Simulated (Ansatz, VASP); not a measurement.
**Two plane-wave programs on LiCl**

Contents of INCAR:

```
SYSTEM = LiCl
PREC = Accurate
ENCUT = 520
EDIFF = 1E-7
ISMEAR = 0
SIGMA = 0.05
LREAL = .FALSE.
LASPH = .TRUE.
NELM = 60
ALGO = Normal
ISIF = 2
LWAVE = .FALSE.
LCHARG = .TRUE.
GGA = PS
LELF = .TRUE.
LVHAR = .TRUE.
NBANDS = 12
```

KPOINTS

```
regular mesh
0
G
  8 8 8
  0 0 0
```

File POSCAR:

```
LiCl
1.0
    0.0000000000      2.6417028000      2.5647600000
    2.6417028000      0.0000000000      2.5647600000
    2.6417028000      2.6417028000      0.0000000000
Li Cl
1 1
Direct
    0.0000000000      0.0000000000      0.0000000000
    0.5000000000      0.5000000000      0.5000000000
```

Input for Ansatz:

```yaml
crystal:
  lattice:
    - [0.0, 2.6417028, 2.56476]
    - [2.6417028, 0.0, 2.56476]
    - [2.6417028, 2.6417028, 0.0]
  atoms:
    - { symbol: Li, position: [0.0, 0.0, 0.0] }
    - { symbol: Cl, position: [0.5, 0.5, 0.5] }
basis:
  ecutwfc: 420
kpoints:
  mp_grid: { grid: [8, 8, 8] }
hamiltonian:
  xc: pbesol
scf:
  occupations: { method: gaussian, width: 0.05 }
output:
  forces: true
  stress: true
  eigenvalues: true
```

Change from the starting cell: strain +0.0300 x Voigt [1, 1, 0, 0, 0, 0], atoms carried along.

Alike in both runs: task single point; functional PBEsol; k mesh 8 × 8 × 8; occupations gaussian, width 0.05 eV; no spin polarisation.

|  | VASP | Ansatz |
| --- | --- | --- |
| version | VASP 6.6.1 | Ansatz 0.2.0 |
| potentials or method | VASP PAW PBE potentials, release 64 (Li_sv, Cl), cutoff 520 eV | scalar-relativistic, plane waves, PAW |
| valence electrons in the cell | 10 | 10 |

Ansatz gave:

| Item | Value |
| --- | --- |
| gap on the k mesh at the Fermi level (eV) | 5.78 |
| least direct gap on the mesh (eV) | 5.78 |

Question: What did VASP give for the same quantities?

Answer: gap on the k mesh at the Fermi level (eV): 5.79; least direct gap on the mesh (eV): 5.79.

VASP's potentials were made for PBE, not for PBEsol.

Noted on VASP's run: the cutoff is short for stress, so the pressure is rough.
